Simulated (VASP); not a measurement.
# Ga3As2N (P-3m1) in VASP: a series of runs, part 2 of 2

VASP 6.6.1. Earlier steps stand in the parts before.

### 3 Relaxation of cell and atoms, PBE

This run uses another cell than the first one, of 18.95 Å³/atom.

INCAR

```
SYSTEM = Ga3As2N
  ALGO = Normal
  EDIFF = 1E-6
  EDIFFG = -0.04
  ENCUT = 600
  GGA = PE
  IBRION = 2
  ISIF = 3
  ISMEAR = 0
  LASPH = .True.
  LCHARG = .False.
  LREAL = .False.
  LWAVE = .False.
  NELM = 80
  NSW = 90
  PREC = Accurate
  SIGMA = 0.1
```

KPOINTS

```
k-points
0
Gamma
  6 6 2
  0 0 0
```

POSCAR

```
Ga3As2N
1.0
    3.7700788400      0.0000000000      0.0000000000
   -1.8850394200      3.2649840500      0.0000000000
    0.0000000000      0.0000000000      9.2347694400
Ga As N
3 2 1
Direct
    0.3333333300      0.6666666700      0.6666666700
    0.6666666700      0.3333333300      0.3333333300
    0.0000000000      0.0000000000      0.0000000000
    0.6666666700      0.3333333300      0.8333333300
    0.3333333300      0.6666666700      0.1666666700
    0.0000000000      0.0000000000      0.5000000000
```

Potentials or basis: VASP PAW PBE potentials, release 64 (Ga_d, As, N).

Started as:

```sh
cat potpaw_PBE.64/Ga_d/POTCAR potpaw_PBE.64/As/POTCAR potpaw_PBE.64/N/POTCAR > POTCAR
mpirun -np 1 vasp_std > vasp.out
```

OUTCAR:

```text
SYSTEM = Ga3As2N
   EDIFF = 1E-6
   EDIFFG = -0.04
   ENCUT = 600
   GGA = PE
   IBRION = 2
   ISIF = 3
   ISMEAR = 0
   LASPH = .True.
   LREAL = .False.
   NELM = 80
   NSW = 90
   PREC = Accurate

 ion  position               nearest neighbor table
   1  0.333  0.667  0.667-   4 2.67   4 2.67   4 2.67
   2  0.667  0.333  0.333-   5 2.67   5 2.67   5 2.67
   3  0.000  0.000  0.000-   4 2.67   5 2.67   4 2.67   5 2.67   4 2.67   5 2.67
   4  0.667  0.333  0.833-   1 2.67   1 2.67   3 2.67   1 2.67   3 2.67   3 2.67
   5  0.333  0.667  0.167-   2 2.67   2 2.67   3 2.67   2 2.67   3 2.67   3 2.67
   6  0.000  0.000  0.500-

  LATTYP: Found a hexagonal cell.
 ALAT       =     3.7700788400
 C/A-ratio  =     2.4494897406

  Lattice vectors:

 A1 = (   3.7700788400,   0.0000000000,   0.0000000000)
 A2 = (  -1.8850394200,   3.2649840500,   0.0000000000)
 A3 = (   0.0000000000,   0.0000000000,   9.2347694400)

Analysis of symmetry for initial positions (statically):
=====================================================================
 Subroutine PRICEL returns:
 Original cell was already a primitive cell.

 Routine SETGRP: Setting up the symmetry group for a
 hexagonal supercell.

[... 166 lines left out ...]
------------------------ aborting loop because EDIFF is reached ----------------------------------------

  FORCE on cell =-STRESS in cart. coord.  units (eV):
  Direction    XX          YY          ZZ          XY          YZ          ZX
  --------------------------------------------------------------------------------------
  -------------------------------------------------------------------------------------
  Total       -5.3576070     -5.3576070     -4.5217603      0.0000000      0.0000000     -0.0000000
  in kB      -75.5133759    -75.5133759    -63.7324426      0.0000000      0.0000000     -0.0000000
  external PRESSURE =     -71.5863981 kB  Pullay stress =       0.0000000 kB
[... 101 lines left out ...]
  FREE ENERGIE OF THE ION-ELECTRON SYSTEM (eV)
  ---------------------------------------------------
  free  energy   TOTEN  =       -24.5803975247 eV

  energy  without entropy=      -24.5777146633  energy(sigma->0) =      -24.57905609

[... ionic steps 4 to 9 ...]

--------------------------------------- Ionic step       10  -------------------------------------------

 number of electron      53.9999999 magnetization

------------------------ aborting loop because EDIFF is reached ----------------------------------------
[... 75 lines left out ...]
--------------------------------------- Ionic step       12  -------------------------------------------

 number of electron      54.0000003 magnetization

 Free energy of the ion-electron system (eV)
  ---------------------------------------------------
  ext. energy  EPLUGINS =         0.00000000
  ---------------------------------------------------
  free energy    TOTEN  =       -25.36778984 eV

  energy without entropy =      -25.36028719  energy(sigma->0) =      -25.36403852

 E-fermi :   6.1113     XC(G=0): -11.1591

 val. band max:        6.0877547089   @ k =   0.3333   0.3333   0.0000
 cond. band min:       6.3470075680   @ k =   0.5000   0.0000   0.0000
 fundamental gap:      0.2592528592
 Fermi energy:         6.1112627976

 k-point     1 :       0.0000    0.0000    0.0000
  band No.  band energies     occupation
      1      -9.4158      2.00000
      2      -8.8655      2.00000
      3      -8.8655      2.00000
      4      -8.8565      2.00000
      5      -8.8240      2.00000
      6      -8.8240      2.00000
[... 512 lines left out ...]
  FREE ENERGIE OF THE ION-ELECTRON SYSTEM (eV)
  ---------------------------------------------------
  free  energy   TOTEN  =       -25.3677898449 eV

  energy  without entropy=      -25.3602871893  energy(sigma->0) =      -25.36403852

 reached required accuracy - stopping structural energy minimisation
```

CONTCAR:

```text
Ga3As2N
   1.00000000000000
     3.3986796102860053    0.0000000000000000   -0.0000000000000000
    -1.6993398051430026    2.9433428820358460   -0.0000000000000000
     0.0000000000000000   -0.0000000000000001    9.7231030139546242
  Ga              As              N
     3     2     1
Direct
     0.3333333300000021    0.6666666699999979    0.6214584451365930
     0.6666666699999979    0.3333333300000021    0.3785415548634070
     0.0000000000000000    1.0000000000000000    0.0000000000000000
     0.6666666699999979    0.3333333300000021    0.8211661436645386
     0.3333333300000021    0.6666666699999979    0.1788338563354615
     0.0000000000000000    1.0000000000000000    0.5000000000000000

  0.00000000E+00  0.00000000E+00  0.00000000E+00
  0.00000000E+00  0.00000000E+00  0.00000000E+00
  0.00000000E+00  0.00000000E+00  0.00000000E+00
  0.00000000E+00  0.00000000E+00  0.00000000E+00
  0.00000000E+00  0.00000000E+00  0.00000000E+00
  0.00000000E+00  0.00000000E+00  0.00000000E+00
```

Run time: 15 min. Hardware: 1 thread of Intel Xeon 8259CL, shared host; peak memory 0.31 GiB.

Results:

| Quantity | Value |
| --- | --- |
| Free energy | -25.3678 eV |
| Relaxed volume | 16.21 Å³/atom |
| Relaxed cell | a = 3.399 Å, b = 3.399 Å, c = 9.723 Å, α = 90.00°, β = 90.00°, γ = 120.00° |
| Space group after relaxing (to 0.1 Å) | P-3m1 (No. 164) |
| Energy gained by relaxing | 289.4 meV/atom |
| Ionic steps | 12 |
| Pressure after relaxing | 0.0 GPa |
| Largest force after relaxing | 0.036 eV/Å |
| Band gap on the k mesh | zero (bands 27 and 28 overlap by 2.58 eV) |

Forces on the atoms (eV/Å):
```
Ga   0.000  0.000 -0.036
Ga   0.000  0.000  0.036
Ga   0.000  0.000  0.000
As   0.000  0.000  0.015
As   0.000  0.000 -0.015
N    0.000  0.000  0.000
```

Step by step:
| step | energy change (eV) | largest force (eV/Å) | pressure (GPa) | volume (Å³) |
| --- | --- | --- | --- | --- |
| 1 | 0.0000 | 2.0551 | -7.16 | 113.67 |
| 2 | -0.8040 | 2.2736 | -0.57 | 100.31 |
| 3 | -0.9490 | 2.0992 | 6.89 | 92.47 |
| 4 | -1.3484 | 0.5632 | 6.80 | 91.57 |
| 5 | -1.3883 | 0.4992 | 7.27 | 91.19 |
| 6 | -1.5673 | 0.1494 | -0.85 | 98.41 |
| 7 | -1.5673 | 0.1492 | -0.83 | 98.39 |
| 8 | -1.6037 | 0.2294 | -0.63 | 98.16 |
| 9 | -1.7170 | 0.2343 | -0.10 | 97.34 |
| 10 | -1.5679 | 0.0859 | 1.92 | 95.20 |
| 11 | -1.7336 | 0.1734 | 0.20 | 96.90 |
| 12 | -1.7364 | 0.0362 | -0.01 | 97.26 |

Final structure:
```yaml
crystal:
  lattice:
    - [3.39868, 0.00000, 0.00000]
    - [-1.69934, 2.94334, 0.00000]
    - [0.00000, 0.00000, 9.72310]
  atoms:
    - { symbol: Ga, position: [0.33333, 0.66667, 0.62146] }
    - { symbol: Ga, position: [0.66667, 0.33333, 0.37854] }
    - { symbol: Ga, position: [0.00000, 0.00000, 0.00000] }
    - { symbol: As, position: [0.66667, 0.33333, 0.82117] }
    - { symbol: As, position: [0.33333, 0.66667, 0.17883] }
    - { symbol: N, position: [0.00000, 0.00000, 0.50000] }
```

Levels at points of the mesh, in eV from the Fermi level:
```
           k point  band 23  band 24  band 25  band 26  band 27  band 28  band 29  band 30  band 31  band 32
(0.00, 0.00, 0.00)    -1.92    -1.84     1.71     1.71     1.85     1.85     2.64     3.98     5.80     5.80
(0.50, 0.00, 0.00)    -3.25    -3.21    -3.09    -2.34    -0.73     0.24     1.03     1.25     3.65     4.05
(0.00, 0.00, 0.50)    -2.01    -0.13     1.68     1.68     1.69     1.89     1.89     4.85     5.24     5.24
(0.50, 0.00, 0.50)    -4.36    -3.20    -1.27    -1.26    -0.88    -0.74     0.49     1.85     3.36     4.04
```

### 4 Relaxation of cell and atoms, PBE

This run uses another cell than the first one, of the same volume but with other edges.

INCAR

```
  ALGO = Normal
  EDIFF = 1E-6
  EDIFFG = -0.01
  ENCUT = 600
  GGA = PE
  IBRION = 2
  ISIF = 3
  ISMEAR = 0
  LASPH = T
  LCHARG = F
  LREAL = F
  LWAVE = F
  NELM = 60
  NSW = 100
  PREC = Accurate
  SIGMA = 0.1
```

KPOINTS

```
k-points
0
Gamma
  12 12 4
```

POSCAR

```
Ga3As2N
1.0
    3.4016438612      0.0000000000      0.0000000000
   -1.7008219306      2.9459099984      0.0000000000
    0.0000000000      0.0000000000      9.6932438414
Ga As N
3 2 1
Direct
    0.3333333333      0.6666666667      0.6211392942
    0.6666666667      0.3333333333      0.3788607058
    0.0000000000      0.0000000000      0.0000000000
    0.6666666667      0.3333333333      0.8214652279
    0.3333333333      0.6666666667      0.1785347721
    0.0000000000      0.0000000000      0.5000000000
```

Started as:

```sh
cat potpaw_PBE.64/Ga_d/POTCAR potpaw_PBE.64/As/POTCAR potpaw_PBE.64/N/POTCAR > POTCAR
mpirun -np 1 vasp_std > vasp.out
```

Wall time 31 min (1 thread of Intel Xeon 8259CL, shared host); peak memory 0.42 GiB.

Results (log left out):

* Free energy: -25.1839 eV
* Relaxed volume: 16.23 Å³/atom
* Relaxed cell: a = 3.441 Å, b = 3.441 Å, c = 9.497 Å, α = 90.00°, β = 90.00°, γ = 120.00°
* Space group after relaxing (to 0.1 Å): P-3m1 (No. 164)
* Energy gained by relaxing: 3.7 meV/atom
* Ionic steps: 10
* Pressure after relaxing: 0.0 GPa
* Largest force after relaxing: 0.008 eV/Å
* Band gap on the k mesh: zero (bands 27 and 28 overlap by 2.67 eV)

Forces in eV/Å, atoms in the order of the input:
```
Ga   0.000  0.000 -0.008
Ga   0.000  0.000  0.008
Ga   0.000  0.000  0.000
As   0.000  0.000 -0.008
As   0.000  0.000  0.008
N    0.000  0.000  0.000
```

Step by step:
```tsv
step	energy change (eV)	largest force (eV/Å)	pressure (GPa)	volume (Å³)
1	0.0000	0.0970	0.32	97.14
2	-0.0149	0.0834	-0.09	97.59
3	-0.0201	0.0635	-0.46	97.98
4	-0.0202	0.0599	-0.55	98.04
5	-0.0216	0.0461	0.21	97.18
6	-0.0217	0.0462	0.05	97.35
7	-0.0220	0.0235	0.03	97.34
8	-0.0221	0.0131	0.03	97.34
9	-0.0221	0.0059	-0.12	97.40
10	-0.0221	0.0084	0.03	97.38
```

Final structure:
```
Ga As N
1.0
     3.44096    0.00000    0.00000
    -1.72048    2.97996    0.00000
     0.00000    0.00000    9.49667
Ga As N
3 2 1
Cartesian
  0.0000 1.9866 5.9159
  1.7205 0.9933 3.5807
  0.0000 0.0000 0.0000
  1.7205 0.9933 7.7983
  0.0000 1.9866 1.6983
  0.0000 0.0000 4.7483
```

Levels at points of the mesh, in eV from the Fermi level:
```
           k point  band 24  band 25  band 26  band 27  band 28  band 29  band 30  band 31
(0.00, 0.00, 0.00)    -1.69     1.30     1.30     1.43     1.43     2.65     3.91     5.34
(0.50, 0.00, 0.00)    -3.42    -3.12    -2.39    -1.07    -0.07     0.90     1.09     3.70
(0.00, 0.00, 0.50)    -0.24     1.27     1.27     1.49     1.49     1.78     4.55     4.72
(0.50, 0.00, 0.50)    -3.40    -1.41    -1.31    -1.26    -0.78     0.23     1.96     3.25
```

### 5 Overview

| task | cell | k mesh | cutoff (eV) | gap on the mesh (eV) | pressure (GPa) | relaxed volume (Å³/atom) | largest force (eV/Å) |
| --- | --- | --- | --- | --- | --- | --- | --- |
| single point | a = 3.437, b = 3.437, c = 9.490 Å, angles 90.0, 90.0, 120.0°, 6 atoms, atomic positions A | 12 × 12 × 4 | 520 | none | 0.3 | - | 0.02 |
| relaxation of cell and atoms | relaxed from a = 3.770, b = 3.770, c = 9.235 Å, angles 90.0, 90.0, 120.0°, 6 atoms, atomic positions B | 6 × 6 × 2 | 600 | none | 0.0 | 16.21 | 0.04 |
| relaxation of cell and atoms | relaxed from a = 3.402, b = 3.402, c = 9.693 Å, angles 90.0, 90.0, 120.0°, 6 atoms, atomic positions C | 12 × 12 × 4 | 600 | none | 0.0 | 16.23 | 0.01 |

Alike in all rows: level PBE; potentials or basis VASP PAW PBE potentials, release 64 (Ga_d, As, N); no spin polarisation; smearing gaussian 0.1 eV.

Absolute energies hang on the potentials; compare differences alone.

The gap in the log of VASP goes by the Fermi energy; the results here count the filled bands.